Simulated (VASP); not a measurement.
# TiNi in VASP: notebook, part 3 of 3

VASP 6.6.1. Earlier steps stand in the parts before.

## Step 5: Single point, r2SCAN (uniaxial strain along c: +4.5 %, then relaxed in part)

File POSCAR:

```
TiNi
1.0
    2.9294872361      0.0000000000      0.0000000000
    0.0000000000      2.9294872361      0.0000000000
    0.0000000000      0.0000000000      3.1232850265
Ti Ni
1 1
Direct
    0.5000000000      0.5000000000      0.5000000000
    0.0000000000      0.0000000000      0.0000000000
```

File INCAR.step1:

```
ALGO     = Normal         # electronic algorithm
EDIFF    = 1E-4           # SCF threshold, eV
ENCUT    = 520            # plane-wave cutoff, eV
GGA      = PE             # functional
ISMEAR   = 0              # smearing method
LASPH    = T              # aspherical terms in the spheres
LCHARG   = F              # write CHGCAR
LREAL    = F              # projectors in reciprocal space
LWAVE    = T              # write WAVECAR
NBANDS   = 18             # bands
NELM     = 100            # most SCF steps
PREC     = Accurate       # precision mode
SIGMA    = 0.1            # smearing width, eV
```

File INCAR.step2:

```
ALGO     = Normal         # electronic algorithm
EDIFF    = 1E-6           # SCF threshold, eV
ENCUT    = 520            # plane-wave cutoff, eV
ISIF     = 2              # what is computed and relaxed
ISMEAR   = 0              # smearing method
ISTART   = 1            
LASPH    = T              # aspherical terms in the spheres
LCHARG   = T              # write CHGCAR
LELF     = T              # ELF
LMIXTAU  = T            
LREAL    = F              # projectors in reciprocal space
LVHAR    = T            
LWAVE    = F              # write WAVECAR
METAGGA  = R2SCAN         # meta-GGA
NBANDS   = 18             # bands
NELM     = 100            # most SCF steps
PREC     = Accurate       # precision mode
SIGMA    = 0.1            # smearing width, eV
```

File KPOINTS:

```
k-points
0
Gamma
  18 18 18
```

Run with:

```bash
$ cat potpaw_PBE.64/Ti_sv/POTCAR potpaw_PBE.64/Ni/POTCAR > POTCAR
$ cp INCAR.step1 INCAR
$ mpirun -np 1 vasp_std > vasp.out
$ cp INCAR.step2 INCAR
$ mpirun -np 1 vasp_std > vasp.out
```

It took 26 min on 1 thread of Oxide Virtual Turin-like, shared host; peak memory 0.34 GiB.

The run converged. Its results:

```yaml
Free_energy: -25.5715 eV
Pressure: -0.4 GPa
Band_gap_on_the_k_mesh: zero (band 11 reaches 10.21 eV, above the bottom of band 12 at 8.32 eV)
```

Stress tensor (GPa, compression positive):
```
 0.50  0.00  0.00
 0.00  0.50  0.00
 0.00  0.00 -2.29
```

Levels at points of the mesh, in eV from the Fermi level:
```tsv
k point	band 8	band 9	band 10	band 11	band 12	band 13	band 14	band 15
(0.00, 0.00, 0.00)	-2.13	-2.13	-1.91	0.33	0.67	2.67	2.67	2.79
(0.50, 0.00, 0.00)	-2.33	-2.15	-1.79	-0.59	-0.45	0.25	0.87	2.30
(0.50, 0.50, 0.00)	-3.10	-1.23	-0.52	0.68	0.68	1.38	2.28	2.28
(0.00, 0.00, 0.50)	-2.11	-2.11	-1.69	-1.00	-0.84	0.95	0.95	2.51
(0.50, 0.00, 0.50)	-2.72	-1.45	-0.79	0.09	0.25	0.80	2.32	2.49
(0.50, 0.50, 0.50)	-2.46	-2.19	-2.19	-1.39	-1.21	3.17	3.48	6.63
```

Caveat: the cell differs from its parent crystal (uniaxial strain along c: +4.5 %, then relaxed in part); the PAW data sets were made with another functional, which shifts forces and pressure a little. Spin polarisation is off, so any magnetic state and its effect on volume and gap are missing.

## Step 6: Summary

| cell | gap on the mesh (eV) | pressure (GPa) |
| --- | --- | --- |
| a = 3.034 Å, 2 atoms | none | -6.8 |
| a = 3.078 Å, 2 atoms | none | -12.4 |
| a = 3.123 Å, 2 atoms | none | -17.2 |
| a = 2.929, b = 2.929, c = 3.123 Å, 2 atoms | none | -0.4 |

Alike in all rows: task single point; level r2SCAN; potentials or basis VASP PAW PBE potentials, release 64 (Ti_sv, Ni); no spin polarisation; k mesh 18 × 18 × 18; cutoff (eV) 520; smearing gaussian 0.1 eV.

Caveats: the PAW data sets were made with another functional, which shifts forces and pressure a little.

Total energies depend on the potentials used, so only differences within one code and one set of settings carry meaning.
